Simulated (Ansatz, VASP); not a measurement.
# B2Pb: VASP beside Ansatz

```
CELL_PARAMETERS angstrom
-2.06672 2.06672 2.94563
2.06672 -2.06672 2.94563
2.06672 2.06672 -2.94563
ATOMIC_POSITIONS crystal
B 0.62581 0.62581 0.00000
B 0.37419 0.37419 0.00000
Pb 0.00000 0.00000 0.00000
```

Alike in both runs: functional PBE; k mesh 10 × 10 × 10; occupations gaussian, width 0.02 eV; no spin polarisation.

Ansatz relaxed the structure, and its values are those at the end. VASP's run is a single point on that final structure, the one shown.

|  | VASP | Ansatz |
| --- | --- | --- |
| version | VASP 6.6.1 | Ansatz 0.2.0 |
| potentials or method | VASP PAW PBE potentials, release 64 (B, Pb_d), cutoff 520 eV | scalar-relativistic, plane waves, PAW |
| valence electrons in the cell | 20 | 20 |

|  | VASP | Ansatz | Ansatz less VASP |
| --- | --- | --- | --- |
| gap on the k mesh at the Fermi level (eV) | 0.78 | 0.78 | -0.001 |
| least direct gap on the mesh (eV) | 1.07 | 1.07 | +0.001 |
| pressure (GPa) | -0.1 | 0.0 | +0.15 |
| rms of the force components (eV/Å) | 0.016 | 0.003 | -0.0126 |

Spin-orbit coupling is off throughout.
